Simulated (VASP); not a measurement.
# TiPdC6N6 (Fm-3m) in VASP: single point with PBE

Aim: the single point of TiPdC6N6 with PBE.

All numbers are computed with VASP 6.6.1; they aren't measurements. Logs are shortened: lines on timing, memory, paths and dates and some standing lists are left out, and cuts for length are marked.

## 1. The cell of the first run

Symmetry: Fm-3m, No. 225, cubic system. The conventional cell has a = 10.276 Å, b = 10.276 Å, c = 10.276 Å, α = 90.00°, β = 90.00°, γ = 90.00°. Ti (site symmetry m-3m) has 6 C at 1.94 Å within 2.6 Å. Within 2.7 Å of Pd (site symmetry m-3m) lie 6 N at 2.03 Å. Within 1.6 Å of C (site symmetry 4mm) lie 1 N at 1.17 Å. N (site symmetry 4mm) has 1 C at 1.17 Å within 1.6 Å.

## 2. Single point, PBE, collinear spin

INCAR

```
  PREC = Accurate
  ENCUT = 520
  EDIFF = 1E-6
  ISMEAR = 0
  SIGMA = 0.1
  LREAL = False
  LASPH = True
  NELM = 150
  ALGO = Normal
  ISIF = 2
  LWAVE = False
  LCHARG = False
  ISPIN = 2
  MAGMOM = 1 0 0 0 0 0 0 0 0 0 0 0 0 0
  LORBIT = 11
  LMAXMIX = 4
  GGA = PE
  NBANDS = 55
```

KPOINTS

```
Automatic mesh
0
Gamma
  4 4 4
```

POSCAR

```
TiPdC6N6
1.0
    0.0000000000      5.1380000000      5.1380000000
    5.1380000000      0.0000000000      5.1380000000
    5.1380000000      5.1380000000      0.0000000000
Ti Pd C N
1 1 6 6
Direct
    0.0000000000      0.0000000000      0.0000000000
    0.5000000000      0.5000000000      0.5000000000
    0.8114052200      0.1885947800      0.1885947800
    0.1885947800      0.8114052200      0.1885947800
    0.1885947800      0.1885947800      0.8114052200
    0.1885947800      0.8114052200      0.8114052200
    0.8114052200      0.1885947800      0.8114052200
    0.8114052200      0.8114052200      0.1885947800
    0.6975476800      0.3024523200      0.3024523200
    0.3024523200      0.6975476800      0.3024523200
    0.3024523200      0.3024523200      0.6975476800
    0.3024523200      0.6975476800      0.6975476800
    0.6975476800      0.3024523200      0.6975476800
    0.6975476800      0.6975476800      0.3024523200
```

Potentials or basis: VASP PAW PBE potentials, release 64 (Ti_sv, Pd, C, N).

On the command line:

```
$ cat potpaw_PBE.64/Ti_sv/POTCAR potpaw_PBE.64/Pd/POTCAR potpaw_PBE.64/C/POTCAR potpaw_PBE.64/N/POTCAR > POTCAR
$ mpirun -np 1 vasp_std > vasp.out
```

OUTCAR:

```text
PREC = Accurate
   ENCUT = 520
   EDIFF = 1E-6
   ISMEAR = 0
   LREAL = False
   LASPH = True
   NELM = 150
   ISIF = 2
   ISPIN = 2
   LORBIT = 11
   GGA = PE

 ion  position               nearest neighbor table
   1  0.000  0.000  0.000-   3 1.94   4 1.94   5 1.94   6 1.94   7 1.94   8 1.94
   2  0.500  0.500  0.500-   9 2.03  10 2.03  11 2.03  12 2.03  13 2.03  14 2.03
   3  0.811  0.189  0.189-   9 1.17   1 1.94
   4  0.189  0.811  0.189-  10 1.17   1 1.94
   5  0.189  0.189  0.811-  11 1.17   1 1.94
   6  0.189  0.811  0.811-  12 1.17   1 1.94
   7  0.811  0.189  0.811-  13 1.17   1 1.94
   8  0.811  0.811  0.189-  14 1.17   1 1.94
   9  0.698  0.302  0.302-   3 1.17   2 2.03
  10  0.302  0.698  0.302-   4 1.17   2 2.03
  11  0.302  0.302  0.698-   5 1.17   2 2.03
  12  0.302  0.698  0.698-   6 1.17   2 2.03
  13  0.698  0.302  0.698-   7 1.17   2 2.03
  14  0.698  0.698  0.302-   8 1.17   2 2.03

  LATTYP: Found a face centered cubic cell.
 ALAT       =    10.2760000000

  Lattice vectors:

 A1 = (   0.0000000000,   5.1380000000,   5.1380000000)
 A2 = (   5.1380000000,   0.0000000000,   5.1380000000)
 A3 = (   5.1380000000,   5.1380000000,   0.0000000000)

Analysis of symmetry for initial positions (statically):
=====================================================================
 Subroutine PRICEL returns:
 Original cell was already a primitive cell.

 Routine SETGRP: Setting up the symmetry group for a
 face centered cubic supercell.

 Subroutine GETGRP returns: Found 48 space group operations
 (whereof 48 operations were pure point group operations)
 out of a pool of 48 trial point group operations.

The static configuration has the point symmetry O_h .

Analysis of symmetry for dynamics (positions and initial velocities):
=====================================================================
 Subroutine PRICEL returns:
 Original cell was already a primitive cell.

 Routine SETGRP: Setting up the symmetry group for a
 face centered cubic supercell.

 Subroutine GETGRP returns: Found 48 space group operations
 (whereof 48 operations were pure point group operations)
 out of a pool of 48 trial point group operations.

[... 175 lines left out ...]

 spin component 1

 k-point     1 :       0.0000    0.0000    0.0000
  band No.  band energies     occupation
      1     -56.6398      1.00000
      2     -33.0606      1.00000
      3     -33.0606      1.00000
      4     -33.0606      1.00000
      5     -18.6925      1.00000
      6     -18.3993      1.00000
[... 413 lines left out ...]
     49       5.3210      0.00000
     50       5.3210      0.00000
 Fermi energy:        -0.0289447818

 spin component 2

 k-point     1 :       0.0000    0.0000    0.0000
  band No.  band energies     occupation
      1     -56.1621      1.00000
      2     -32.5766      1.00000
      3     -32.5765      1.00000
      4     -32.5765      1.00000
      5     -18.6467      1.00000
      6     -18.3557      1.00000
[... 413 lines left out ...]
     49       5.3770      0.00000
     50       5.5163      0.00000
 [bands above 50 left out]

------------------------ aborting loop because EDIFF is reached ----------------------------------------

  FORCE on cell =-STRESS in cart. coord.  units (eV):
  Direction    XX          YY          ZZ          XY          YZ          ZX
  --------------------------------------------------------------------------------------
  -------------------------------------------------------------------------------------
  Total       18.5076939     18.5076939     18.5076939      0.0000000      0.0000000     -0.0000000
  in kB      109.3076594    109.3076594    109.3076594      0.0000000      0.0000000     -0.0000000
  external PRESSURE =     109.3076594 kB  Pullay stress =       0.0000000 kB

 VOLUME and BASIS-vectors are now :
 -----------------------------------------------------------------------------
  energy-cutoff  :      520.00
  volume of cell :      271.28
      direct lattice vectors                 reciprocal lattice vectors
     0.000000000  5.138000000  5.138000000    -0.097314130  0.097314130  0.097314130
     5.138000000  0.000000000  5.138000000     0.097314130 -0.097314130  0.097314130
     5.138000000  5.138000000  0.000000000     0.097314130  0.097314130 -0.097314130

 POSITION                                       TOTAL-FORCE (eV/Angst)
 -----------------------------------------------------------------------------------
      0.00000      0.00000      0.00000         0.000000      0.000000     -0.000000
      5.13800      5.13800      5.13800         0.000000      0.000000     -0.000000
      1.93800      5.13800      5.13800         3.281659      0.000000     -0.000000
      5.13800      1.93800      5.13800         0.000000      3.281659     -0.000000
      5.13800      5.13800      1.93800         0.000000      0.000000      3.281659
      8.33800      5.13800      5.13800        -3.281659      0.000000     -0.000000
      5.13800      8.33800      5.13800         0.000000     -3.281659     -0.000000
      5.13800      5.13800      8.33800         0.000000      0.000000     -3.281659
      3.10800      5.13800      5.13800         0.221057      0.000000     -0.000000
      5.13800      3.10800      5.13800         0.000000      0.221057     -0.000000
      5.13800      5.13800      3.10800         0.000000      0.000000      0.221057
      7.16800      5.13800      5.13800        -0.221057      0.000000     -0.000000
      5.13800      7.16800      5.13800         0.000000     -0.221057     -0.000000
      5.13800      5.13800      7.16800         0.000000      0.000000     -0.221057
 -----------------------------------------------------------------------------------
    total drift:                                0.000000      0.000000      0.000000

  FREE ENERGIE OF THE ION-ELECTRON SYSTEM (eV)
  ---------------------------------------------------
  free  energy   TOTEN  =      -108.4533421424 eV

  energy  without entropy=     -108.3271213448  energy(sigma->0) =     -108.39023174

 total charge

# of ion       s       p       d       tot
------------------------------------------
    1        2.299   6.495   2.103  10.897
    2        0.505   0.896   8.216   9.617
    3        0.988   1.644   0.000   2.632
    4        0.988   1.644   0.000   2.632
    5        0.988   1.644   0.000   2.632
    6        0.988   1.644   0.000   2.632
    7        0.988   1.644   0.000   2.632
    8        0.988   1.644   0.000   2.632
    9        1.300   2.581   0.000   3.881
   10        1.300   2.581   0.000   3.881
   11        1.300   2.581   0.000   3.881
   12        1.300   2.581   0.000   3.881
   13        1.300   2.581   0.000   3.881
   14        1.300   2.581   0.000   3.881
--------------------------------------------------
tot         16.528  32.741  10.319  59.588

 magnetization (x)

# of ion       s       p       d       tot
------------------------------------------
    1        0.005   0.009   0.503   0.516
    2       -0.001  -0.001  -0.046  -0.048
    3       -0.003  -0.006   0.000  -0.009
    4       -0.003  -0.006   0.000  -0.009
    5       -0.003  -0.006   0.000  -0.009
    6       -0.003  -0.006   0.000  -0.009
    7       -0.003  -0.006   0.000  -0.009
    8       -0.003  -0.006   0.000  -0.009
    9       -0.000   0.042   0.000   0.042
   10       -0.000   0.042   0.000   0.042
   11       -0.000   0.042   0.000   0.042
   12       -0.000   0.042   0.000   0.042
   13       -0.000   0.042   0.000   0.042
   14       -0.000   0.042   0.000   0.042
--------------------------------------------------
tot         -0.016   0.224   0.457   0.665
```

Run time: 20 min. Hardware: 1 thread of Intel Xeon 8259CL, shared host; peak memory 0.64 GiB.

Results:

- Free energy: -108.4533 eV
- Pressure: 10.9 GPa
- Largest force: 3.282 eV/Å
- Net moment: 0.96 μB per cell
- Site moments: Ti +0.52; Pd -0.05; C -0.01; N +0.04 μB
- Valence electrons inside the program's atomic spheres: Ti 10.90; Pd 9.62; C 2.63; N 3.88

Forces in eV/Å, atoms in the order of the input:
```
Ti   0.000  0.000  0.000
Pd   0.000  0.000  0.000
C    3.282  0.000  0.000
C    0.000  3.282  0.000
C    0.000  0.000  3.282
C   -3.282  0.000  0.000
C    0.000 -3.282  0.000
C    0.000  0.000 -3.282
N    0.221  0.000  0.000
N    0.000  0.221  0.000
N    0.000  0.000  0.221
N   -0.221  0.000  0.000
N    0.000 -0.221  0.000
N    0.000  0.000 -0.221
```

Levels at points of the mesh, in eV from the Fermi level:
Spin up:
```tsv
k point	band 34	band 35	band 36	band 37	band 38	band 39	band 40	band 41	band 42	band 43
(0.00, 0.00, 0.00)	-3.75	-3.66	-3.66	-3.66	-0.04	-0.04	0.07	0.07	0.07	3.63
(0.50, 0.00, 0.00)	-3.60	-3.17	-3.17	-2.96	-0.15	-0.04	-0.04	0.16	0.16	3.78
(0.50, 0.50, 0.00)	-3.32	-3.11	-3.04	-3.04	-0.04	0.02	0.08	0.24	0.24	3.51
```
Spin down:
```csv
k point,band 35,band 36,band 37,band 38,band 39,band 40
"(0.00, 0.00, 0.00)",-3.59,-3.59,-3.59,-0.05,-0.05,0.44
"(0.50, 0.00, 0.00)",-3.14,-3.14,-2.93,0.14,0.14,0.22
"(0.50, 0.50, 0.00)",-3.05,-3.02,-3.02,-0.05,0.01,0.45
```

Caveat: the cell stands under pressure; forces of over 1 eV/Å act on the atoms, so gaps and moduli don't describe the material at rest.
